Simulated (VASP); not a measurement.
# Au (P6_3/mmc) in VASP: further runs

The runs below take Au through single point, with PBE.

All numbers are computed with VASP 6.6.1; they aren't measurements. Logs are shortened: lines on timing, memory, paths and dates and some standing lists are left out, and cuts for length are marked.

## Step 1: The cell of the first run

Symmetry: P6_3/mmc, No. 194, hexagonal system. The conventional cell has a = 2.928 Å, b = 2.928 Å, c = 4.851 Å, α = 90.00°, β = 90.00°, γ = 120.00°. Within 3.9 Å of Au (site symmetry -6m2) lie 12 Au at 2.93 to 2.96 Å.

This isn't the form of Au at room conditions, which is fcc.

## Step 2: Single point, PBE

INCAR reads:

```
SYSTEM = Au
  PREC = Accurate
  ENCUT = 520
  EDIFF = 1E-6
  ISMEAR = -1
  SIGMA = 0.05
  LREAL = .False.
  LASPH = .True.
  NELM = 100
  ALGO = Normal
  ISIF = 2
  LWAVE = .False.
  LCHARG = .True.
  GGA = PE
  LELF = .True.
  LVHAR = .True.
  NBANDS = 18
```

KPOINTS reads:

```
regular mesh
0
Gamma
  16 16 9
  0 0 0
```

POSCAR reads:

```
Au
1.0
    2.9280809877      0.0000000000      0.0000000000
   -1.4640404938      2.5357925197      0.0000000000
    0.0000000000      0.0000000000      4.8506766355
Au
2
Direct
    0.3333333333      0.6666666667      0.2500000000
    0.6666666667      0.3333333333      0.7500000000
```

Potentials or basis: VASP PAW PBE potentials, release 64 (Au).

The run is started by

```console
> cat potpaw_PBE.64/Au/POTCAR > POTCAR
> mpirun -np 1 vasp_std > vasp.out
```

OUTCAR:

```text
SYSTEM = Au
   PREC = Accurate
   ENCUT = 520
   EDIFF = 1E-6
   ISMEAR = -1
   LREAL = .False.
   LASPH = .True.
   NELM = 100
   ISIF = 2
   GGA = PE

 ion  position               nearest neighbor table
   1  0.333  0.667  0.250-   2 2.96   2 2.96   2 2.96   2 2.96   2 2.96   2 2.96
   2  0.667  0.333  0.750-   1 2.96   1 2.96   1 2.96   1 2.96   1 2.96   1 2.96

  LATTYP: Found a hexagonal cell.
 ALAT       =     2.9280809877
 C/A-ratio  =     1.6566060351

  Lattice vectors:

 A1 = (   2.9280809877,   0.0000000000,   0.0000000000)
 A2 = (  -1.4640404938,   2.5357925197,   0.0000000000)
 A3 = (   0.0000000000,   0.0000000000,   4.8506766355)

Analysis of symmetry for initial positions (statically):
=====================================================================
 Subroutine PRICEL returns:
 Original cell was already a primitive cell.

 Routine SETGRP: Setting up the symmetry group for a
 hexagonal supercell.

 Subroutine GETGRP returns: Found 24 space group operations
 (whereof 12 operations were pure point group operations)
 out of a pool of 24 trial point group operations.

The static configuration has the point symmetry D_3d.
 The point group associated with its full space group is D_6h.

Analysis of symmetry for dynamics (positions and initial velocities):
=====================================================================
 Subroutine PRICEL returns:
 Original cell was already a primitive cell.

 Routine SETGRP: Setting up the symmetry group for a
 hexagonal supercell.

 Subroutine GETGRP returns: Found 24 space group operations
 (whereof 12 operations were pure point group operations)
 out of a pool of 24 trial point group operations.

The dynamic configuration has the point symmetry D_3d.
 The point group associated with its full space group is D_6h.

 Subroutine INISYM returns: Found 24 space group operations
 (whereof 12 operations are pure point group operations),
 and found     1 'primitive' translations

----------------------------------------------------------------------------------------

                                     Primitive cell

  volume of cell :      36.0163

  direct lattice vectors                    reciprocal lattice vectors
     2.928080988  0.000000000  0.000000000     0.341520608  0.197177015  0.000000000
    -1.464040494  2.535792520  0.000000000     0.000000000  0.394354030  0.000000000
     0.000000000  0.000000000  4.850676636     0.000000000  0.000000000  0.206156806

  length of vectors
     2.928080988  2.928080988  4.850676636     0.394354030  0.394354030  0.206156806

  position of ions in fractional coordinates (direct lattice)
     0.333333333  0.666666667  0.250000000
     0.666666667  0.333333333  0.750000000

  ion indices of the primitive-cell ions
   primitive index   ion index
                 1           1
                 2           2

----------------------------------------------------------------------------------------

 KPOINTS: regular mesh

Automatic generation of k-mesh.
 Grid dimensions read from file:
 generate k-points for:   16   16    9

 Generating k-lattice:

  Cartesian coordinates                     Fractional coordinates (reciprocal lattice)
     0.021345038  0.012323563  0.000000000     0.062500000 -0.000000000  0.000000000
     0.000000000  0.024647127  0.000000000     0.000000000  0.062500000  0.000000000
     0.000000000  0.000000000  0.022906312     0.000000000  0.000000000  0.111111111

  Length of vectors
     0.024647127  0.024647127  0.022906312

  Shift w.r.t. Gamma in fractional coordinates (k-lattice)
     0.000000000  0.000000000  0.000000000

 Subroutine IBZKPT returns following result:
 ===========================================

 Found    150 irreducible k-points:

 Following reciprocal coordinates:
            Coordinates               Weight
  0.000000  0.000000  0.000000      1.000000
  0.062500  0.000000  0.000000      6.000000
  0.125000  0.000000  0.000000      6.000000
  0.187500  0.000000  0.000000      6.000000
  0.250000  0.000000  0.000000      6.000000
  0.312500  0.000000  0.000000      6.000000
[... 16 lines left out ...]
  0.187500  0.187500  0.000000      6.000000
  0.250000  0.187500  0.000000     12.000000
 [... further k-points ...]
   k-points           NKPTS =    150   k-points in BZ     NKDIM =    150   number of bands    NBANDS=     18
   number of dos      NEDOS =    301   number of ions     NIONS =      2
   total plane-waves  NPLWV =  20736
   dimension x,y,z NGX =    24 NGY =   24 NGZ =   36
   dimension x,y,z NGXF=    48 NGYF=   48 NGZF=   72
   ions per type =               2
   NGX,Y,Z   is equivalent  to a cutoff of  13.63, 13.63, 12.34 a.u.
   NGXF,Y,Z  is equivalent  to a cutoff of  27.25, 27.25, 24.68 a.u.
 SYSTEM =  Au
   PREC   = accura    normal or accurate (medium, high low for compatibility)
   ISTART =      0    job   : 0-new  1-cont  2-samecut
   ICHARG =      2    charge: 1-file 2-atom 10-const
   ISPIN  =      1    spin polarized calculation?
   LNONCOLLINEAR =      F non collinear calculations
   LSORBIT =      F    spin-orbit coupling
   LASPH  =      T    aspherical Exc in radial PAW
   ENCUT  =  520.0 eV  38.22 Ry    6.18 a.u.   5.44  5.44  9.02*2*pi/ulx,y,z
   NELM   =    100;   NELMIN=  2; NELMDL= -5     # of ELM steps
   EDIFF  = 0.1E-05   stopping-criterion for ELM
   LREAL  =      F    real-space projection
   EDIFFG = 0.1E-04   stopping-criterion for IOM
   NSW    =      0    number of steps for IOM
   IBRION =     -1    ionic relax: 0-MD 1-quasi-New 2-CG
   NFREE  =      0    steps in history (QN), initial steepest desc. (CG)
   ISIF   =      2    stress and relaxation
   ISYM   =      2    0-nonsym 1-usesym 2-fastsym
   POTIM  = 0.5000    time-step for ionic-motion
   TEBEG  =    0.0;   TEEND  =   0.0 temperature during run
   PSTRESS=    0.0 pullay stress
   NELECT =      22.0000    total number of electrons
   NUPDOWN=      -1.0000    fix difference up-down
   EMIN   =  10.00;   EMAX   =-10.00  energy-range for DOS
   EFERMI =   0.00;   METHOD = LEGACY
   ISMEAR =    -1;   SIGMA  =   0.05  broadening in eV -4-tet -1-fermi 0-gaus
   EFERMI_NEDOS =   21; number of points for ismear=-14 and -15
   IALGO  =     38    algorithm
   IMIX   =      4    mixing-type and parameters
     AMIX     =   0.40;   BMIX     =  1.00
     AMIX_MAG =   1.60;   BMIX_MAG =  1.00
  volume/ion in A,a.u.               =      18.01       121.53
  Fermi-wavevector in a.u.,A,eV,Ry     =   1.389044  2.624913 26.251671  1.929443
  Thomas-Fermi vector in A             =   2.513112
   LORBIT       =      0    0 simple, 1 ext, 2 COOP (PROOUT), +10 PAW based schemes
   GGA     = PE    functional components
   LHFCALC =     F    Hartree Fock is set to
   AEXX    =    0.0000 exact exchange contribution
   IVDW    =     0    specifies the selected vdW correction
   LEPSILON=     F    determine dielectric tensor
   LRPA    =     F    only Hartree local field effects (RPA)
 non-spin polarized calculation
  energy-cutoff  :      520.00
  volume of cell :       36.02
 maximum number of plane-waves:       996
 NGX is ok and might be reduce to    24
   NGX = 11   NGY = 11   NGZ = 19

 number of electron      21.9999999 magnetization

 Free energy of the ion-electron system (eV)
  ---------------------------------------------------
  ext. energy  EPLUGINS =         0.00000000
  ---------------------------------------------------
  free energy    TOTEN  =        -6.42248820 eV

  energy without entropy =       -6.41417298  energy(sigma->0) =       -6.41833059

 E-fermi :   8.5785     XC(G=0): -12.3875

 val. band max:        8.5630020848   @ k =   0.1250   0.0000   0.1111
 cond. band min:       8.5857517460   @ k =   0.4375   0.0625   0.1111
 fundamental gap:      0.0227496612
 Fermi energy:         8.5784686273

 k-point     1 :       0.0000    0.0000    0.0000
  band No.  band energies     occupation
      1      -0.7053      2.00000
      2       1.7135      2.00000
      3       4.0855      2.00000
      4       4.2802      2.00000
      5       4.2802      2.00000
      6       4.5773      2.00000
[... 10 lines left out ...]
     17      26.3226      0.00000
     18      26.3226      0.00000

 k-point     2 :       0.0625    0.0000    0.0000
  band No.  band energies     occupation
      1      -0.5885      2.00000
      2       1.8076      2.00000
      3       4.0215      2.00000
      4       4.3367      2.00000
      5       4.3552      2.00000
      6       4.5388      2.00000
[... 10 lines left out ...]
     17      25.6678      0.00000
     18      26.0520      0.00000

 k-point     3 :       0.1250    0.0000    0.0000
  band No.  band energies     occupation
      1      -0.2471      2.00000
      2       2.0665      2.00000
      3       3.8784      2.00000
      4       4.3836      2.00000
      5       4.5422      2.00000
      6       4.5747      2.00000
[... 10 lines left out ...]
     17      25.0260      0.00000
     18      26.4502      0.00000

 k-point     4 :       0.1875    0.0000    0.0000
  band No.  band energies     occupation
      1       0.2865      2.00000
      2       2.3952      2.00000
      3       3.7550      2.00000
      4       4.2455      2.00000
      5       4.2558      2.00000
      6       4.7941      2.00000
[... 10 lines left out ...]
     17      25.0112      0.00000
     18      25.6120      0.00000

 k-point     5 :       0.2500    0.0000    0.0000
  band No.  band energies     occupation
      1       0.9389      2.00000
      2       2.5805      2.00000
      3       3.7163      2.00000
      4       3.8252      2.00000
      5       4.1732      2.00000
      6       4.6199      2.00000
[... 10 lines left out ...]
     17      24.3043      0.00000
     18      25.2860      0.00000

 k-point     6 :       0.3125    0.0000    0.0000
  band No.  band energies     occupation
      1       1.5642      2.00000
      2       2.5211      2.00000
      3       3.2743      2.00000
      4       4.0710      2.00000
      5       4.3126      2.00000
      6       4.4608      2.00000
[... 10 lines left out ...]
     17      22.5474      0.00000
     18      24.6308      0.00000

 k-point     7 :       0.3750    0.0000    0.0000
  band No.  band energies     occupation
      1       1.9772      2.00000
      2       2.3793      2.00000
      3       2.9489      2.00000
      4       4.3349      2.00000
      5       4.3547      2.00000
      6       4.6082      2.00000
[... 10 lines left out ...]
     17      21.3984      0.00000
     18      23.9111      0.00000

 k-point     8 :       0.4375    0.0000    0.0000
  band No.  band energies     occupation
      1       2.1496      2.00000
      2       2.2652      2.00000
      3       2.7506      2.00000
      4       4.2546      2.00000
      5       4.5190      2.00000
      6       4.6298      2.00000
[... 10 lines left out ...]
     17      20.4250      0.00000
     18      23.4505      0.00000
[... 229 lines left out ...]
     17      22.6769      0.00000
     18      24.1133      0.00000

 k-point    20 :       0.3125    0.1250    0.0000
  band No.  band energies     occupation
      1       2.2952      2.00000
      2       2.6479      2.00000
      3       2.9580      2.00000
      4       4.0885      2.00000
      5       4.1592      2.00000
      6       4.5642      2.00000
[... 10 lines left out ...]
     17      21.5882      0.00000
     18      23.3891      0.00000

 k-point    21 :       0.3750    0.1250    0.0000
  band No.  band energies     occupation
      1       2.4587      2.00000
      2       2.5310      2.00000
      3       2.7827      2.00000
      4       4.1454      2.00000
      5       4.4962      2.00000
      6       4.5046      2.00000
[... 10 lines left out ...]
     17      20.5776      0.00000
     18      22.9732      0.00000

 k-point    22 :       0.4375    0.1250    0.0000
  band No.  band energies     occupation
      1       2.4832      2.00000
      2       2.4991      2.00000
      3       2.7237      2.00000
      4       4.1517      2.00000
      5       4.4418      2.00000
      6       4.6877      2.00000
[... 10 lines left out ...]
     17      20.0988      0.00000
     18      22.8392      0.00000

 k-point    23 :       0.1875    0.1875    0.0000
  band No.  band energies     occupation
      1       1.8793      2.00000
      2       3.1082      2.00000
      3       3.3121      2.00000
      4       3.3376      2.00000
      5       4.1689      2.00000
      6       4.3210      2.00000
[... 10 lines left out ...]
     17      23.2416      0.00000
     18      24.0072      0.00000

 k-point    24 :       0.2500    0.1875    0.0000
  band No.  band energies     occupation
      1       2.4277      2.00000
      2       3.0318      2.00000
      3       3.0502      2.00000
      4       3.5506      2.00000
      5       4.0751      2.00000
      6       4.5154      2.00000
[... 10 lines left out ...]
     17      22.2853      0.00000
     18      23.0273      0.00000

 [... further k-points ...]

------------------------ aborting loop because EDIFF is reached ----------------------------------------

  FORCE on cell =-STRESS in cart. coord.  units (eV):
  Direction    XX          YY          ZZ          XY          YZ          ZX
  --------------------------------------------------------------------------------------
  -------------------------------------------------------------------------------------
  Total       -0.0483586     -0.0483586     -0.0459579     -0.0000000      0.0000000      0.0000000
  in kB       -2.1512227     -2.1512227     -2.0444258     -0.0000000      0.0000000      0.0000000
  external PRESSURE =      -2.1156237 kB  Pullay stress =       0.0000000 kB

 VOLUME and BASIS-vectors are now :
 -----------------------------------------------------------------------------
  energy-cutoff  :      520.00
  volume of cell :       36.02
      direct lattice vectors                 reciprocal lattice vectors
     2.928080988  0.000000000  0.000000000     0.341520608  0.197177015  0.000000000
    -1.464040494  2.535792520  0.000000000     0.000000000  0.394354030  0.000000000
     0.000000000  0.000000000  4.850676636     0.000000000  0.000000000  0.206156806

 POSITION                                       TOTAL-FORCE (eV/Angst)
 -----------------------------------------------------------------------------------
     -0.00000      1.69053      1.21267         0.000000     -0.000000      0.000000
      1.46404      0.84526      3.63801        -0.000000      0.000000      0.000000
 -----------------------------------------------------------------------------------
    total drift:                                0.000000     -0.000000      0.000000

  FREE ENERGIE OF THE ION-ELECTRON SYSTEM (eV)
  ---------------------------------------------------
  free  energy   TOTEN  =        -6.4224882035 eV

  energy  without entropy=       -6.4141729829  energy(sigma->0) =       -6.41833059
```

It took 30 s on 1 thread of AMD EPYC 9R45 (Zen 5), shared host; peak memory 0.18 GiB.

Results:

```
Free energy            : -6.4225 eV
Pressure               : -0.2 GPa
Band gap on the k mesh : zero (bands 11 and 12 overlap by 5.59 eV)
```

Levels at points of the mesh, in eV from the Fermi level:
| k point | band 8 | band 9 | band 10 | band 11 | band 12 | band 13 | band 14 | band 15 |
| --- | --- | --- | --- | --- | --- | --- | --- | --- |
| (0.00, 0.00, 0.00) | -3.45 | -3.45 | -2.15 | -2.15 | -0.80 | 2.58 | 14.53 | 15.90 |
| (0.50, 0.00, 0.00) | -1.90 | -1.90 | -1.72 | 0.32 | 1.38 | 5.70 | 7.04 | 7.17 |

Caveat: spin-orbit coupling is left out, which moves the levels of the heavy elements.

## Step 3: Single point, PBE

INCAR reads:

```
PREC = Accurate ; ENCUT = 520
EDIFF = 1E-6 ; ISMEAR = -1
SIGMA = 0.05 ; LREAL = False
LASPH = True ; NELM = 80
ALGO = Normal ; ISIF = 2
LWAVE = False ; LCHARG = False
GGA = PE ; NBANDS = 18
```

KPOINTS reads:

```
Automatic mesh
0
Gamma
  16 16 9
```

POSCAR is that of step 2.

Potentials or basis: VASP PAW PBE potentials, release 64 (Au).

The run is started by

```console
> cat potpaw_PBE.64/Au/POTCAR > POTCAR
> mpirun -np 1 vasp_std > vasp.out
```

Wall time 29 s (1 thread of AMD EPYC 9R45 (Zen 5), shared host); peak memory 0.18 GiB.

The run converged. Its results:

| Quantity | Value |
| --- | --- |
| Free energy | -6.4225 eV |
| Pressure | -0.2 GPa |
| Band gap on the k mesh | zero (bands 11 and 12 overlap by 5.59 eV) |

Levels at points of the mesh, in eV from the Fermi level:
| k point | band 8 | band 9 | band 10 | band 11 | band 12 | band 13 | band 14 | band 15 |
| --- | --- | --- | --- | --- | --- | --- | --- | --- |
| (0.00, 0.00, 0.00) | -3.45 | -3.45 | -2.15 | -2.15 | -0.80 | 2.58 | 14.53 | 15.90 |
| (0.50, 0.00, 0.00) | -1.90 | -1.90 | -1.72 | 0.32 | 1.38 | 5.70 | 7.04 | 7.17 |

Caveat: spin-orbit coupling is left out, which moves the levels of the heavy elements.
